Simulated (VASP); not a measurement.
**MgO: single point with PBE**

MgO:

```
CELL_PARAMETERS angstrom
0.00000 -2.12692 -2.12692
0.00000 2.12692 -2.12692
4.25385 0.00000 0.00000
ATOMIC_POSITIONS crystal
Mg 0.50000 0.50000 0.51763
Mg 0.00000 0.00000 0.98237
O 0.50000 0.50000 0.99757
O 0.00000 0.00000 0.50243
```

This cell differs from its parent crystal: mode 9 (400.1 1/cm) frozen in, largest displacement +0.075 Å.

```json
{
 "Program": "VASP 6.6.1",
 "Task": "single point",
 "Functional": "PBE",
 "Potentials or basis": "VASP PAW PBE potentials, release 64 (Mg, O)",
 "Cutoff": "520 eV",
 "k mesh": "8 × 8 × 6",
 "Occupations": "gaussian, width 0.05 eV",
 "Spin": "no spin polarisation"
}
```

The pressure is 0.2 GPa. The largest force is 1.105 eV/Å. The band gap on the k mesh is 4.45 eV, direct.

Forces on the atoms (eV/Å):
```
Mg  -1.105  0.000  0.000
Mg   1.105  0.000  0.000
O    0.119  0.000  0.000
O   -0.119  0.000  0.000
```

Stress tensor (GPa, compression positive):
```
 1.48  0.00  0.00
 0.00 -0.45  0.00
 0.00  0.00 -0.45
```

Levels at points of the mesh, in eV from the valence-band top:
| k point | band 5 | band 6 | band 7 | band 8 | band 9 | band 10 | band 11 | band 12 |
| --- | --- | --- | --- | --- | --- | --- | --- | --- |
| (0.00, 0.00, 0.00) | -1.31 | 0.00 | 0.00 | 0.00 | 4.45 | 9.06 | 9.64 | 12.77 |
| (0.50, 0.00, 0.00) | -1.91 | -1.91 | -0.62 | -0.62 | 9.21 | 9.21 | 11.57 | 11.57 |
| (0.50, 0.50, 0.00) | -1.31 | -1.31 | -1.30 | -1.30 | 9.10 | 9.10 | 9.65 | 9.65 |
| (0.00, 0.00, 0.50) | -0.77 | -0.77 | -0.66 | -0.66 | 7.66 | 7.85 | 10.69 | 11.49 |
| (0.50, 0.00, 0.50) | -0.62 | -0.62 | -0.62 | -0.62 | 7.72 | 7.72 | 12.26 | 12.26 |
| (0.50, 0.50, 0.50) | -2.75 | -2.75 | -1.70 | -1.70 | 11.21 | 11.21 | 11.72 | 11.72 |

Run time: 50 s on 1 thread of Intel Xeon 8259CL, with other jobs on the host, peak memory 0.17 GiB.

Caveat: the cell differs from its parent crystal (mode 9 (400.1 1/cm) frozen in, largest displacement +0.075 Å); forces of over 1 eV/Å act on the atoms, so gaps and moduli don't describe the material at rest.
